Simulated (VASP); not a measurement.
Set up this calculation in VASP 6.6.1, as the native input.

```yaml
Task: single point
Functional: PBE
Potentials_or_basis: VASP PAW PBE potentials, release 64 (Sr_sv, Ti_sv, O)
Cutoff: 520 eV
k_mesh: 8 × 8 × 8
Occupations: gaussian, width 0.05 eV
Spin: collinear spin
Starting_moments: "[0.0, 1.0, 0.0, 0.0, 0.0] μB"
Dipole_correction: no
Further_INCAR_settings: ALGO = Normal; EDIFF = 1e-06; NBANDS = 32
```

The structure of SrTiO3 lies in POSCAR:

```
SrTiO3
1.0
    3.9052800000      0.0000000000      0.0000000000
    0.0000000000      3.9052800000      0.0000000000
    0.0000000000      0.0000000000      3.9052800000
Sr Ti O
1 1 3
Direct
    0.5000000000      0.5000000000      0.5000000000
    0.0000000000      0.0000000000      0.0000000000
    0.5000000000      0.0000000000      0.0000000000
    0.0000000000      0.5000000000      0.0000000000
    0.0000000000      0.0000000000      0.5000000000
```

The input as run:

INCAR

```
  ALGO = Normal
  EDIFF = 1E-6
  ENCUT = 520
  GGA = PE
  ISIF = 2
  ISMEAR = 0
  ISPIN = 2
  LASPH = True
  LCHARG = False
  LMAXMIX = 4
  LORBIT = 11
  LREAL = False
  LWAVE = False
  MAGMOM = 0 1 0 0 0
  NBANDS = 32
  NELM = 150
  PREC = Accurate
  SIGMA = 0.05
```

KPOINTS

```
k-points
0
Gamma
  8 8 8
```

Potentials or basis: VASP PAW PBE potentials, release 64 (Sr_sv, Ti_sv, O).

The run is started by

```bash
$ cat potpaw_PBE.64/Sr_sv/POTCAR potpaw_PBE.64/Ti_sv/POTCAR potpaw_PBE.64/O/POTCAR > POTCAR
$ mpirun -np 1 vasp_std > vasp.out
```

It gave:

```
Pressure                                              : 4.9 GPa
Band gap on the k mesh                                : 1.86 eV (least direct gap 2.21 eV)
Net moment                                            : 0.00 μB per cell
Valence electrons inside the program's atomic spheres : Sr 8.00; Ti 10.31; O 5.06
```

Caveat: the cell stands under pressure.

Wall time 4.3 min on 1 thread of AMD EPYC 7R13, with other jobs on the host, peak memory 0.23 GiB.
